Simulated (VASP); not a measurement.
# SnTe (F-43m) in VASP: single point with r2SCAN

Aim: the single point of SnTe with r2SCAN.

Everything below comes from runs of VASP 6.6.1. Logs are shortened: lines on timing, memory, paths and dates and some standing lists are left out, and cuts for length are marked.

## Step 1: The cell of the first run

The structure is cubic, space group F-43m (No. 216). Conventional cell: a = 7.222 Å, b = 7.222 Å, c = 7.222 Å, α = 90.00°, β = 90.00°, γ = 90.00°. Within 4.1 Å of Sn (site symmetry -43m) lie 4 Te at 3.13 Å. Te (site symmetry -43m) has 4 Sn at 3.13 Å within 4.1 Å.

## Step 2: Single point, r2SCAN

POSCAR reads:

```
SnTe
1.0
    0.0000000000      7.2222920000      7.2222920000
    7.2222920000      0.0000000000      7.2222920000
    7.2222920000      7.2222920000      0.0000000000
Sn Te
8 8
Direct
    0.0000000000      0.0000000000      0.0000000000
    0.0000000000      0.0000000000      0.5000000000
    0.0000000000      0.5000000000      0.0000000000
    0.0000000000      0.5000000000      0.5000000000
    0.5000000000      0.0000000000      0.0000000000
    0.5000000000      0.0000000000      0.5000000000
    0.5000000000      0.5000000000      0.0000000000
    0.5000000000      0.5000000000      0.5000000000
    0.3750000000      0.3750000000      0.3750000000
    0.3750000000      0.3750000000      0.8750000000
    0.3750000000      0.8750000000      0.3750000000
    0.3750000000      0.8750000000      0.8750000000
    0.8750000000      0.3750000000      0.3750000000
    0.8750000000      0.3750000000      0.8750000000
    0.8750000000      0.8750000000      0.3750000000
    0.8750000000      0.8750000000      0.8750000000
```

INCAR.step1 reads:

```
PREC = Accurate ; ENCUT = 550
ISMEAR = -1 ; SIGMA = 0.05
LREAL = False ; LASPH = True
NELM = 120 ; NBANDS = 94
GGA = PE ; ALGO = Normal
EDIFF = 1E-5 ; LWAVE = True
LCHARG = False ; GGA_COMPAT = False
```

INCAR.step2 reads:

```
PREC = Accurate ; ENCUT = 550
EDIFF = 1E-6 ; ISMEAR = -1
SIGMA = 0.05 ; LREAL = False
LASPH = True ; NELM = 120
ALGO = Normal ; ISIF = 2
LWAVE = False ; LCHARG = False
METAGGA = R2SCAN ; LMIXTAU = True
NBANDS = 94 ; ISTART = 1
GGA_COMPAT = False
```

KPOINTS reads:

```
Automatic mesh
0
Gamma
  2 2 2
```

Potentials or basis: VASP PAW PBE potentials, release 64 (Sn_d, Te).

Run with:

```sh
> cat potpaw_PBE.64/Sn_d/POTCAR potpaw_PBE.64/Te/POTCAR > POTCAR
> cp INCAR.step1 INCAR
> mpirun -np 1 vasp_std > vasp.out
> cp INCAR.step2 INCAR
> mpirun -np 1 vasp_std > vasp.out
```

OUTCAR:

```text
PREC = Accurate
   ENCUT = 550
   EDIFF = 1E-6
   ISMEAR = -1
   LREAL = False
   LASPH = True
   NELM = 120
   ISIF = 2
   METAGGA = R2SCAN
   ISTART = 1

 ion  position               nearest neighbor table
   1  0.000  0.000  0.000-  12 3.13  14 3.13  15 3.13  16 3.13
   2  0.000  0.000  0.500-  11 3.13  13 3.13  15 3.13  16 3.13
   3  0.000  0.500  0.000-  10 3.13  13 3.13  14 3.13  16 3.13
   4  0.000  0.500  0.500-   9 3.13  13 3.13  14 3.13  15 3.13
   5  0.500  0.000  0.000-  10 3.13  11 3.13  12 3.13  16 3.13
   6  0.500  0.000  0.500-   9 3.13  11 3.13  12 3.13  15 3.13
[... 8 lines left out ...]
  15  0.875  0.875  0.375-   1 3.13   2 3.13   4 3.13   6 3.13
  16  0.875  0.875  0.875-   1 3.13   2 3.13   3 3.13   5 3.13

  LATTYP: Found a face centered cubic cell.
 ALAT       =    14.4445840000

  Lattice vectors:

 A1 = (   0.0000000000,   7.2222920000,   7.2222920000)
 A2 = (   7.2222920000,   0.0000000000,   7.2222920000)
 A3 = (   7.2222920000,   7.2222920000,   0.0000000000)

Analysis of symmetry for initial positions (statically):
=====================================================================
 Subroutine PRICEL returns following result:

  LATTYP: Found a face centered cubic cell.
 ALAT       =     7.2222920000

  Lattice vectors:

 A1 = (   0.0000000000,   3.6111460000,   3.6111460000)
 A2 = (   3.6111460000,   0.0000000000,   3.6111460000)
 A3 = (   3.6111460000,   3.6111460000,   0.0000000000)

   8 primitive cells build up your supercell.

 Routine SETGRP: Setting up the symmetry group for a
 face centered cubic supercell.

 Subroutine GETGRP returns: Found 24 space group operations
 (whereof 24 operations were pure point group operations)
 out of a pool of 48 trial point group operations.

The static configuration has the point symmetry T_d .

Analysis of symmetry for dynamics (positions and initial velocities):
=====================================================================
 Subroutine PRICEL returns following result:

  LATTYP: Found a face centered cubic cell.
 ALAT       =     7.2222920000

  Lattice vectors:

 A1 = (   0.0000000000,   3.6111460000,   3.6111460000)
 A2 = (   3.6111460000,   0.0000000000,   3.6111460000)
 A3 = (   3.6111460000,   3.6111460000,   0.0000000000)

   8 primitive cells build up your supercell.

 Routine SETGRP: Setting up the symmetry group for a
 face centered cubic supercell.

 Subroutine GETGRP returns: Found 24 space group operations
 (whereof 24 operations were pure point group operations)
 out of a pool of 48 trial point group operations.

The dynamic configuration has the point symmetry T_d .

 Subroutine INISYM returns: Found 24 space group operations
 (whereof 24 operations are pure point group operations),
 and found     8 'primitive' translations

----------------------------------------------------------------------------------------

                                     Primitive cell

  volume of cell :      94.1814

  direct lattice vectors                    reciprocal lattice vectors
     0.000000000  3.611146000  3.611146000    -0.138460201  0.138460201  0.138460201
     3.611146000  0.000000000  3.611146000     0.138460201 -0.138460201  0.138460201
     3.611146000  3.611146000  0.000000000     0.138460201  0.138460201 -0.138460201

  length of vectors
     5.106931649  5.106931649  5.106931649     0.239820102  0.239820102  0.239820102

  position of ions in fractional coordinates (direct lattice)
     0.000000000  0.000000000  0.000000000
     0.750000000  0.750000000  0.750000000

  ion indices of the primitive-cell ions
   primitive index   ion index
                 1           1
                 2          16

----------------------------------------------------------------------------------------

 KPOINTS: Automatic mesh

Automatic generation of k-mesh.
 Grid dimensions read from file:
 generate k-points for:    2    2    2

 Generating k-lattice:

  Cartesian coordinates                     Fractional coordinates (reciprocal lattice)
    -0.034615050  0.034615050  0.034615050     0.500000000  0.000000000  0.000000000
     0.034615050 -0.034615050  0.034615050     0.000000000  0.500000000  0.000000000
     0.034615050  0.034615050 -0.034615050     0.000000000  0.000000000  0.500000000

  Length of vectors
     0.059955026  0.059955026  0.059955026

  Shift w.r.t. Gamma in fractional coordinates (k-lattice)
     0.000000000  0.000000000  0.000000000

 Subroutine IBZKPT returns following result:
 ===========================================

 Found      3 irreducible k-points:

 Following reciprocal coordinates:
            Coordinates               Weight
  0.000000  0.000000  0.000000      1.000000
  0.500000  0.000000  0.000000      4.000000
  0.500000  0.500000  0.000000      3.000000
   k-points           NKPTS =      3   k-points in BZ     NKDIM =      3   number of bands    NBANDS=     94
   number of dos      NEDOS =    301   number of ions     NIONS =     16
   total plane-waves  NPLWV = 512000
   dimension x,y,z NGX =    80 NGY =   80 NGZ =   80
   dimension x,y,z NGXF=   160 NGYF=  160 NGZF=  160
   ions per type =               8   8
   NGX,Y,Z   is equivalent  to a cutoff of  13.02, 13.02, 13.02 a.u.
   NGXF,Y,Z  is equivalent  to a cutoff of  26.04, 26.04, 26.04 a.u.
 SYSTEM =  unknown system
   PREC   = accura    normal or accurate (medium, high low for compatibility)
   ISTART =      1    job   : 0-new  1-cont  2-samecut
   ICHARG =      0    charge: 1-file 2-atom 10-const
   ISPIN  =      1    spin polarized calculation?
   LNONCOLLINEAR =      F non collinear calculations
   LSORBIT =      F    spin-orbit coupling
   LASPH  =      T    aspherical Exc in radial PAW
   ENCUT  =  550.0 eV  40.42 Ry    6.36 a.u.  19.53 19.53 19.53*2*pi/ulx,y,z
   NELM   =    120;   NELMIN=  2; NELMDL=  0     # of ELM steps
   EDIFF  = 0.1E-05   stopping-criterion for ELM
   LREAL  =      F    real-space projection
   EDIFFG = 0.1E-04   stopping-criterion for IOM
   NSW    =      0    number of steps for IOM
   IBRION =     -1    ionic relax: 0-MD 1-quasi-New 2-CG
   NFREE  =      0    steps in history (QN), initial steepest desc. (CG)
   ISIF   =      2    stress and relaxation
   ISYM   =      2    0-nonsym 1-usesym 2-fastsym
   POTIM  = 0.5000    time-step for ionic-motion
   TEBEG  =    0.0;   TEEND  =   0.0 temperature during run
   PSTRESS=    0.0 pullay stress
   NELECT =     160.0000    total number of electrons
   NUPDOWN=      -1.0000    fix difference up-down
   EMIN   =  10.00;   EMAX   =-10.00  energy-range for DOS
   EFERMI =   0.00;   METHOD = LEGACY
   ISMEAR =    -1;   SIGMA  =   0.05  broadening in eV -4-tet -1-fermi 0-gaus
   EFERMI_NEDOS =   21; number of points for ismear=-14 and -15
   IALGO  =     38    algorithm
   IMIX   =      4    mixing-type and parameters
     AMIX     =   0.40;   BMIX     =  1.00
     AMIX_MAG =   1.60;   BMIX_MAG =  1.00
  volume/ion in A,a.u.               =      47.09       317.78
  Fermi-wavevector in a.u.,A,eV,Ry     =   0.976704  1.845704 12.979296  0.953951
  Thomas-Fermi vector in A             =   2.107344
   LORBIT       =      0    0 simple, 1 ext, 2 COOP (PROOUT), +10 PAW based schemes
   METAGGA = R2SCAN    functional components
   LHFCALC =     F    Hartree Fock is set to
   AEXX    =    0.0000 exact exchange contribution
   IVDW    =     0    specifies the selected vdW correction
   LEPSILON=     F    determine dielectric tensor
   LRPA    =     F    only Hartree local field effects (RPA)
 non-spin polarized calculation
  energy-cutoff  :      550.00
  volume of cell :      753.45
 maximum number of plane-waves:     22123
 NGX is ok and might be reduce to    80
   NGX = 39   NGY = 39   NGZ = 39

 number of electron     159.9999995 magnetization

 Free energy of the ion-electron system (eV)
  ---------------------------------------------------
  ext. energy  EPLUGINS =         0.00000000
  ---------------------------------------------------
  free energy    TOTEN  =      -400.61471646 eV

  energy without entropy =     -400.56682494  energy(sigma->0) =     -400.59077070

 E-fermi :   3.1951     XC(G=0):  -7.9623

 val. band max:        3.0929642200   @ k =   0.5000   0.5000   0.0000
 cond. band min:       3.2567354117   @ k =   0.0000   0.0000   0.0000
 fundamental gap:      0.1637711917
 Fermi energy:         3.1950575897

 k-point     1 :       0.0000    0.0000    0.0000
  band No.  band energies     occupation
      1     -19.4704      2.00000
      2     -19.4704      2.00000
      3     -19.4704      2.00000
      4     -19.4680      2.00000
      5     -19.4680      2.00000
      6     -19.4680      2.00000
[... 84 lines left out ...]
     91       4.9961      0.00000
     92       4.9961      0.00000

 k-point     2 :       0.5000    0.0000    0.0000
  band No.  band energies     occupation
      1     -19.4690      2.00000
      2     -19.4690      2.00000
      3     -19.4690      2.00000
      4     -19.4690      2.00000
      5     -19.4690      2.00000
      6     -19.4690      2.00000
[... 84 lines left out ...]
     91       4.9348      0.00000
     92       4.9348      0.00000

 k-point     3 :       0.5000    0.5000    0.0000
  band No.  band energies     occupation
      1     -19.4692      2.00000
      2     -19.4692      2.00000
      3     -19.4685      2.00000
      4     -19.4685      2.00000
      5     -19.4682      2.00000
      6     -19.4682      2.00000
[... 84 lines left out ...]
     91       5.2365      0.00000
     92       5.2365      0.00000
 [bands above 92 left out]

------------------------ aborting loop because EDIFF is reached ----------------------------------------

  FORCE on cell =-STRESS in cart. coord.  units (eV):
  Direction    XX          YY          ZZ          XY          YZ          ZX
  --------------------------------------------------------------------------------------
  -------------------------------------------------------------------------------------
  Total       -3.7606016     -3.7606016     -3.7606016     -0.0000000      0.0000000     -0.0000000
  in kB       -7.9967365     -7.9967365     -7.9967365     -0.0000000      0.0000000     -0.0000000
  external PRESSURE =      -7.9967365 kB  Pullay stress =       0.0000000 kB

 VOLUME and BASIS-vectors are now :
 -----------------------------------------------------------------------------
  energy-cutoff  :      550.00
  volume of cell :      753.45
      direct lattice vectors                 reciprocal lattice vectors
     0.000000000  7.222292000  7.222292000    -0.069230100  0.069230100  0.069230100
     7.222292000  0.000000000  7.222292000     0.069230100 -0.069230100  0.069230100
     7.222292000  7.222292000  0.000000000     0.069230100  0.069230100 -0.069230100

 POSITION                                       TOTAL-FORCE (eV/Angst)
 -----------------------------------------------------------------------------------
      0.00000      0.00000      0.00000        -0.000000      0.000000      0.000000
      3.61115      3.61115      0.00000         0.000000     -0.000000      0.000000
      3.61115      0.00000      3.61115        -0.000000      0.000000     -0.000000
      7.22229      3.61115      3.61115         0.000000     -0.000000     -0.000000
      0.00000      3.61115      3.61115        -0.000000      0.000000     -0.000000
      3.61115      7.22229      3.61115         0.000000     -0.000000      0.000000
[... 8 lines left out ...]
      9.02787      9.02787     12.63901        -0.000000     -0.000000      0.000000
     12.63901     12.63901     12.63901        -0.000000     -0.000000     -0.000000
 -----------------------------------------------------------------------------------
    total drift:                                0.000000      0.000000      0.000000

  FREE ENERGIE OF THE ION-ELECTRON SYSTEM (eV)
  ---------------------------------------------------
  free  energy   TOTEN  =      -400.6147164561 eV

  energy  without entropy=     -400.5668249444  energy(sigma->0) =     -400.59077070
```

It took 23 min on 1 thread of Intel Xeon 6975P-C (Granite Rapids), shared host; peak memory 1.1 GiB.

What came out:

```
Free energy            : -400.6147 eV
Pressure               : -0.8 GPa
Band gap on the k mesh : 0.16 eV
```

Caveat: the PAW data sets were made with another functional, which shifts forces and pressure a little; spin-orbit coupling is left out, which moves the levels of the heavy elements.
